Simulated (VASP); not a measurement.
# SnO (Romarchite) (P4/nmm) in VASP: further runs

Runs on SnO (Romarchite). Level: PBEsol. Tasks: single point.

Program: VASP 6.6.1. These are calculated values, not measurements. Logs are shortened: lines on timing, memory, paths and dates and some standing lists are left out, and cuts for length are marked.

## (1) The cell of the first run

It takes space group P4/nmm (No. 129, tetragonal). The conventional cell has a = 3.799 Å, b = 3.799 Å, c = 4.841 Å, α = 90.00°, β = 90.00°, γ = 90.00°. Within 2.9 Å of Sn (site symmetry 4mm) lie 4 O at 2.22 Å. O (site symmetry -4m2) has 4 Sn at 2.22 Å and 4 O at 2.69 Å within 2.9 Å.

## (2) Single point, PBEsol

INCAR

```
PREC = Accurate
ENCUT = 520
EDIFF = 1E-7
ISMEAR = 0
SIGMA = 0.01
LREAL = F
LASPH = T
NELM = 80
ALGO = Normal
ISIF = 2
LWAVE = F
LCHARG = F
GGA = PS
NBANDS = 28
```

KPOINTS

```
Automatic mesh
0
Gamma
  3 3 2
```

POSCAR

```
SnO
1.0
    3.7986000000      0.0000000000      0.0000000000
    0.0000000000      3.7986000000      0.0000000000
    0.0000000000      0.0000000000      4.8408000000
Sn O
2 2
Direct
    0.5000000000      0.0000000000      0.2369000000
    0.0000000000      0.5000000000      0.7631000000
    0.0000000000      0.0000000000      0.0000000000
    0.5000000000      0.5000000000      0.0000000000
```

Potentials or basis: VASP PAW PBE potentials, release 64 (Sn_d, O).

Launch:

```bash
> cat potpaw_PBE.64/Sn_d/POTCAR potpaw_PBE.64/O/POTCAR > POTCAR
> mpirun -np 1 vasp_std > vasp.out
```

OUTCAR:

```text
PREC = Accurate
   ENCUT = 520
   EDIFF = 1E-7
   ISMEAR = 0
   LREAL = F
   LASPH = T
   NELM = 80
   ISIF = 2
   GGA = PS

 ion  position               nearest neighbor table
   1  0.500  0.000  0.237-   3 2.22   4 2.22   4 2.22   3 2.22   2 3.53   2 3.53   2 3.53   2 3.53
                             2 3.70   2 3.70   2 3.70   2 3.70
   2  0.000  0.500  0.763-   3 2.22   4 2.22   3 2.22   4 2.22   1 3.53   1 3.53   1 3.53   1 3.53
                             1 3.70   1 3.70   1 3.70   1 3.70
   3  0.000  0.000  0.000-   1 2.22   2 2.22   2 2.22   1 2.22
   4  0.500  0.500  0.000-   1 2.22   2 2.22   1 2.22   2 2.22

  LATTYP: Found a simple tetragonal cell.
 ALAT       =     3.7986000000
 C/A-ratio  =     1.2743642395

  Lattice vectors:

 A1 = (   3.7986000000,   0.0000000000,   0.0000000000)
 A2 = (   0.0000000000,   3.7986000000,   0.0000000000)
 A3 = (   0.0000000000,   0.0000000000,   4.8408000000)

Analysis of symmetry for initial positions (statically):
=====================================================================
 Subroutine PRICEL returns:
 Original cell was already a primitive cell.

 Routine SETGRP: Setting up the symmetry group for a
 simple tetragonal supercell.

 Subroutine GETGRP returns: Found 16 space group operations
 (whereof  8 operations were pure point group operations)
 out of a pool of 16 trial point group operations.

The static configuration has the point symmetry D_2d.
 The point group associated with its full space group is D_4h.

Analysis of symmetry for dynamics (positions and initial velocities):
=====================================================================
 Subroutine PRICEL returns:
 Original cell was already a primitive cell.

 Routine SETGRP: Setting up the symmetry group for a
 simple tetragonal supercell.

 Subroutine GETGRP returns: Found 16 space group operations
 (whereof  8 operations were pure point group operations)
 out of a pool of 16 trial point group operations.

The dynamic configuration has the point symmetry D_2d.
 The point group associated with its full space group is D_4h.

 Subroutine INISYM returns: Found 16 space group operations
 (whereof  8 operations are pure point group operations),
 and found     1 'primitive' translations

----------------------------------------------------------------------------------------

                                     Primitive cell

  volume of cell :      69.8497

  direct lattice vectors                    reciprocal lattice vectors
     3.798600000  0.000000000  0.000000000     0.263254883  0.000000000  0.000000000
     0.000000000  3.798600000  0.000000000     0.000000000  0.263254883  0.000000000
     0.000000000  0.000000000  4.840800000     0.000000000  0.000000000  0.206577425

  length of vectors
     3.798600000  3.798600000  4.840800000     0.263254883  0.263254883  0.206577425

  position of ions in fractional coordinates (direct lattice)
     0.500000000  0.000000000  0.236900000
     0.000000000  0.500000000  0.763100000
     0.000000000  0.000000000  0.000000000
     0.500000000  0.500000000  0.000000000

  ion indices of the primitive-cell ions
   primitive index   ion index
                 1           1
                 2           2
                 3           3
                 4           4

----------------------------------------------------------------------------------------

 KPOINTS: Automatic mesh

Automatic generation of k-mesh.
 Grid dimensions read from file:
 generate k-points for:    3    3    2

 Generating k-lattice:

  Cartesian coordinates                     Fractional coordinates (reciprocal lattice)
     0.087751628  0.000000000  0.000000000     0.333333333  0.000000000  0.000000000
     0.000000000  0.087751628  0.000000000     0.000000000  0.333333333  0.000000000
     0.000000000  0.000000000  0.103288713     0.000000000  0.000000000  0.500000000

  Length of vectors
     0.087751628  0.087751628  0.103288713

  Shift w.r.t. Gamma in fractional coordinates (k-lattice)
     0.000000000  0.000000000  0.000000000

 Subroutine IBZKPT returns following result:
 ===========================================

 Found      6 irreducible k-points:

 Following reciprocal coordinates:
            Coordinates               Weight
  0.000000  0.000000  0.000000      1.000000
  0.333333  0.000000  0.000000      4.000000
  0.333333  0.333333  0.000000      4.000000
  0.000000  0.000000  0.500000      1.000000
  0.333333  0.000000  0.500000      4.000000
  0.333333  0.333333  0.500000      4.000000
   k-points           NKPTS =      6   k-points in BZ     NKDIM =      6   number of bands    NBANDS=     28
   number of dos      NEDOS =    301   number of ions     NIONS =      4
   total plane-waves  NPLWV =  28224
   dimension x,y,z NGX =    28 NGY =   28 NGZ =   36
   dimension x,y,z NGXF=    56 NGYF=   56 NGZF=   72
   ions per type =               2   2
   NGX,Y,Z   is equivalent  to a cutoff of  12.25, 12.25, 12.36 a.u.
   NGXF,Y,Z  is equivalent  to a cutoff of  24.51, 24.51, 24.73 a.u.
 SYSTEM =  unknown system
   PREC   = accura    normal or accurate (medium, high low for compatibility)
   ISTART =      0    job   : 0-new  1-cont  2-samecut
   ICHARG =      2    charge: 1-file 2-atom 10-const
   ISPIN  =      1    spin polarized calculation?
   LNONCOLLINEAR =      F non collinear calculations
   LSORBIT =      F    spin-orbit coupling
   LASPH  =      T    aspherical Exc in radial PAW
   ENCUT  =  520.0 eV  38.22 Ry    6.18 a.u.   7.06  7.06  9.00*2*pi/ulx,y,z
   NELM   =     80;   NELMIN=  2; NELMDL= -5     # of ELM steps
   EDIFF  = 0.1E-06   stopping-criterion for ELM
   LREAL  =      F    real-space projection
   EDIFFG = 0.1E-05   stopping-criterion for IOM
   NSW    =      0    number of steps for IOM
   IBRION =     -1    ionic relax: 0-MD 1-quasi-New 2-CG
   NFREE  =      0    steps in history (QN), initial steepest desc. (CG)
   ISIF   =      2    stress and relaxation
   ISYM   =      2    0-nonsym 1-usesym 2-fastsym
   POTIM  = 0.5000    time-step for ionic-motion
   TEBEG  =    0.0;   TEEND  =   0.0 temperature during run
   PSTRESS=    0.0 pullay stress
   NELECT =      40.0000    total number of electrons
   NUPDOWN=      -1.0000    fix difference up-down
   EMIN   =  10.00;   EMAX   =-10.00  energy-range for DOS
   EFERMI =   0.00;   METHOD = LEGACY
   ISMEAR =     0;   SIGMA  =   0.01  broadening in eV -4-tet -1-fermi 0-gaus
   EFERMI_NEDOS =   21; number of points for ismear=-14 and -15
   IALGO  =     38    algorithm
   IMIX   =      4    mixing-type and parameters
     AMIX     =   0.40;   BMIX     =  1.00
     AMIX_MAG =   1.60;   BMIX_MAG =  1.00
  volume/ion in A,a.u.               =      17.46       117.84
  Fermi-wavevector in a.u.,A,eV,Ry     =   1.359482  2.569048 25.146163  1.848191
  Thomas-Fermi vector in A             =   2.486226
   LORBIT       =      0    0 simple, 1 ext, 2 COOP (PROOUT), +10 PAW based schemes
   GGA     = PS    functional components
   LHFCALC =     F    Hartree Fock is set to
   AEXX    =    0.0000 exact exchange contribution
   IVDW    =     0    specifies the selected vdW correction
   LEPSILON=     F    determine dielectric tensor
   LRPA    =     F    only Hartree local field effects (RPA)
 non-spin polarized calculation
 Gauss-broadening in eV      SIGMA  =   0.01
  energy-cutoff  :      520.00
  volume of cell :       69.85
 maximum number of plane-waves:      1888
   NGX = 15   NGY = 15   NGZ = 19

 number of electron      39.9999994 magnetization

 Free energy of the ion-electron system (eV)
  ---------------------------------------------------
  ext. energy  EPLUGINS =         0.00000000
  ---------------------------------------------------
  free energy    TOTEN  =       -24.21327224 eV

  energy without entropy =      -24.21327224  energy(sigma->0) =      -24.21327224

 E-fermi :   7.1142     XC(G=0): -10.4968

 val. band max:        7.0543472432   @ k =   0.0000   0.0000   0.0000
 cond. band min:       8.0993856630   @ k =   0.3333   0.3333   0.0000
 fundamental gap:      1.0450384198
 Fermi energy:         7.1142360900

 k-point     1 :       0.0000    0.0000    0.0000
  band No.  band energies     occupation
      1     -14.8819      2.00000
      2     -14.4109      2.00000
      3     -14.4109      2.00000
      4     -14.4101      2.00000
      5     -14.3613      2.00000
      6     -14.3527      2.00000
[... 20 lines left out ...]
     27      13.7954      0.00000
     28      14.1685      0.00000

 k-point     2 :       0.3333    0.0000    0.0000
  band No.  band energies     occupation
      1     -14.8256      2.00000
      2     -14.6139      2.00000
      3     -14.3887      2.00000
      4     -14.3885      2.00000
      5     -14.3698      2.00000
      6     -14.3686      2.00000
[... 20 lines left out ...]
     27      14.5763      0.00000
     28      17.2644      0.00000

 k-point     3 :       0.3333    0.3333    0.0000
  band No.  band energies     occupation
      1     -14.8274      2.00000
      2     -14.7409      2.00000
      3     -14.3817      2.00000
      4     -14.3753      2.00000
      5     -14.3722      2.00000
      6     -14.3602      2.00000
[... 20 lines left out ...]
     27      14.0115      0.00000
     28      15.2451      0.00000

 k-point     4 :       0.0000    0.0000    0.5000
  band No.  band energies     occupation
      1     -14.8650      2.00000
      2     -14.4274      2.00000
      3     -14.3781      2.00000
      4     -14.3781      2.00000
      5     -14.3446      2.00000
      6     -14.3292      2.00000
[... 20 lines left out ...]
     27      15.2028      0.00000
     28      15.2028      0.00000

 k-point     5 :       0.3333    0.0000    0.5000
  band No.  band energies     occupation
      1     -14.8269      2.00000
      2     -14.6416      2.00000
      3     -14.4044      2.00000
      4     -14.3920      2.00000
      5     -14.3716      2.00000
      6     -14.3699      2.00000
[... 20 lines left out ...]
     27      15.3903      0.00000
     28      17.0905      0.00000

 k-point     6 :       0.3333    0.3333    0.5000
  band No.  band energies     occupation
      1     -14.8137      2.00000
      2     -14.7314      2.00000
      3     -14.3877      2.00000
      4     -14.3671      2.00000
      5     -14.3627      2.00000
      6     -14.3585      2.00000
[... 20 lines left out ...]
     27      16.8322      0.00000
     28      17.1484      0.00000

------------------------ aborting loop because EDIFF is reached ----------------------------------------

  FORCE on cell =-STRESS in cart. coord.  units (eV):
  Direction    XX          YY          ZZ          XY          YZ          ZX
  --------------------------------------------------------------------------------------
  -------------------------------------------------------------------------------------
  Total        0.4994966      0.4994966     -0.0653273      0.0000000      0.0000000      0.0000000
  in kB       11.4572086     11.4572086     -1.4984460      0.0000000      0.0000000      0.0000000
  external PRESSURE =       7.1386571 kB  Pullay stress =       0.0000000 kB

 VOLUME and BASIS-vectors are now :
 -----------------------------------------------------------------------------
  energy-cutoff  :      520.00
  volume of cell :       69.85
      direct lattice vectors                 reciprocal lattice vectors
     3.798600000  0.000000000  0.000000000     0.263254883  0.000000000  0.000000000
     0.000000000  3.798600000  0.000000000     0.000000000  0.263254883  0.000000000
     0.000000000  0.000000000  4.840800000     0.000000000  0.000000000  0.206577425

 POSITION                                       TOTAL-FORCE (eV/Angst)
 -----------------------------------------------------------------------------------
      1.89930      0.00000      1.14679         0.000000     -0.000000      0.331727
      0.00000      1.89930      3.69401         0.000000     -0.000000     -0.331727
      0.00000      0.00000      0.00000         0.000000      0.000000      0.000000
      1.89930      1.89930      0.00000         0.000000     -0.000000      0.000000
 -----------------------------------------------------------------------------------
    total drift:                                0.000000      0.000000      0.000000

  FREE ENERGIE OF THE ION-ELECTRON SYSTEM (eV)
  ---------------------------------------------------
  free  energy   TOTEN  =       -24.2132722412 eV

  energy  without entropy=      -24.2132722412  energy(sigma->0) =      -24.21327224
```

Run time: 13 s. Hardware: 1 thread of AMD EPYC 7R43 (Zen 3), shared host; peak memory 0.13 GiB.

What came out:

```
Free energy            : -24.2133 eV
Pressure               : 0.7 GPa
Largest force          : 0.332 eV/Å
Band gap on the k mesh : 1.05 eV, indirect (least direct gap 2.04 eV)
```

Forces on the atoms (eV/Å):
```
Sn   0.000  0.000  0.332
Sn   0.000  0.000 -0.332
O    0.000  0.000  0.000
O    0.000  0.000  0.000
```

Stress tensor (GPa, compression positive):
```
 1.15  0.00  0.00
 0.00  1.15  0.00
 0.00  0.00 -0.15
```

Levels at points of the mesh, in eV from the valence-band top:
```
           k point  band 18  band 19  band 20  band 21  band 22  band 23
(0.00, 0.00, 0.00)    -3.25    -3.25     0.00     2.04     4.24     4.72
(0.00, 0.00, 0.50)    -3.27    -3.13    -2.24     1.56     2.95     2.95
```

Caveat: the k points lie up to 0.65 Å⁻¹ apart; the PAW data sets were made with another functional, which shifts forces and pressure a little; spin-orbit coupling is left out, which moves the levels of the heavy elements. A k mesh can miss the band edges.

## (3) Single point, PBEsol

INCAR

```
SYSTEM = SnO
ALGO = Normal
EDIFF = 1E-6
ENCUT = 520
GGA = PS
ISIF = 2
ISMEAR = 0
LASPH = .True.
LCHARG = .True.
LELF = .True.
LREAL = .False.
LVHAR = .True.
LWAVE = .False.
NBANDS = 28
NELM = 60
PREC = Accurate
SIGMA = 0.01
```

KPOINTS

```
k-points
0
Gamma
  3 3 3
  0 0 0
```

POSCAR is that of step 2.

Potentials or basis: VASP PAW PBE potentials, release 64 (Sn_d, O).

Launch:

```bash
> cat potpaw_PBE.64/Sn_d/POTCAR potpaw_PBE.64/O/POTCAR > POTCAR
> mpirun -np 1 vasp_std > vasp.out
```

Wall time 13 s (1 thread of AMD EPYC 7R43 (Zen 3), shared host); peak memory 0.13 GiB.

The run converged. Its results:

```
Free energy            : -24.2271 eV
Pressure               : 0.6 GPa
Largest force          : 0.363 eV/Å
Band gap on the k mesh : 1.05 eV, indirect (least direct gap 2.04 eV)
```

Forces on the atoms (eV/Å):
```
Sn   0.000  0.000  0.363
Sn   0.000  0.000 -0.363
O    0.000  0.000  0.000
O    0.000  0.000  0.000
```

Stress tensor (GPa, compression positive):
```
0.84 0.00 0.00
0.00 0.84 0.00
0.00 0.00 0.03
```

Levels at points of the mesh, in eV from the valence-band top:
```tsv
k point	band 16	band 17	band 18	band 19	band 20	band 21	band 22	band 23	band 24	band 25
(0.00, 0.00, 0.00)	-6.40	-3.55	-3.25	-3.25	0.00	2.04	4.24	4.72	4.72	5.67
```

Caveat: the k points lie up to 0.55 Å⁻¹ apart; the PAW data sets were made with another functional, which shifts forces and pressure a little; spin-orbit coupling is left out, which moves the levels of the heavy elements.

## (4) Single point, PBEsol

INCAR

```
SYSTEM = SnO
PREC = Accurate ; ENCUT = 520
EDIFF = 1E-7 ; ISMEAR = 0
SIGMA = 0.01 ; LREAL = .FALSE.
LASPH = .TRUE. ; NELM = 100
ALGO = Normal ; ISIF = 2
LWAVE = .FALSE. ; LCHARG = .FALSE.
GGA = PS ; NBANDS = 28
```

KPOINTS

```
Automatic mesh
0
G
  4 4 3
  0 0 0
```

POSCAR is that of step 3.

Launch:

```bash
> cat potpaw_PBE.64/Sn_d/POTCAR potpaw_PBE.64/O/POTCAR > POTCAR
> mpirun -np 1 vasp_std > vasp.out
```

Wall time 22 s (1 thread of AMD EPYC 7R43 (Zen 3), shared host); peak memory 0.14 GiB.

The run converged. Its results:

```
Free energy            : -24.1984 eV
Pressure               : 0.9 GPa
Largest force          : 0.292 eV/Å
Band gap on the k mesh : 0.05 eV, indirect (least direct gap 1.92 eV)
```

Forces on the atoms (eV/Å):
```
Sn   0.000  0.000  0.292
Sn   0.000  0.000 -0.292
O    0.000  0.000  0.000
O    0.000  0.000  0.000
```

Stress tensor (GPa, compression positive):
```
1.05 0.00 0.00
0.00 1.05 0.00
0.00 0.00 0.58
```

Levels at points of the mesh, in eV from the valence-band top:
```tsv
k point	band 16	band 17	band 18	band 19	band 20	band 21	band 22	band 23	band 24	band 25
(0.00, 0.00, 0.00)	-6.39	-3.54	-3.24	-3.24	0.00	2.04	4.23	4.71	4.71	5.66
(0.50, 0.00, 0.00)	-5.11	-4.94	-4.94	-2.72	-2.72	3.16	3.16	5.92	5.92	5.93
(0.50, 0.50, 0.00)	-5.24	-2.56	-2.56	-1.87	-1.87	0.05	0.05	4.37	4.37	7.22
```

Caveat: the k points lie up to 0.43 Å⁻¹ apart; the PAW data sets were made with another functional, which shifts forces and pressure a little; spin-orbit coupling is left out, which moves the levels of the heavy elements. A k mesh can miss the band edges.

[end of part 1 of 2]
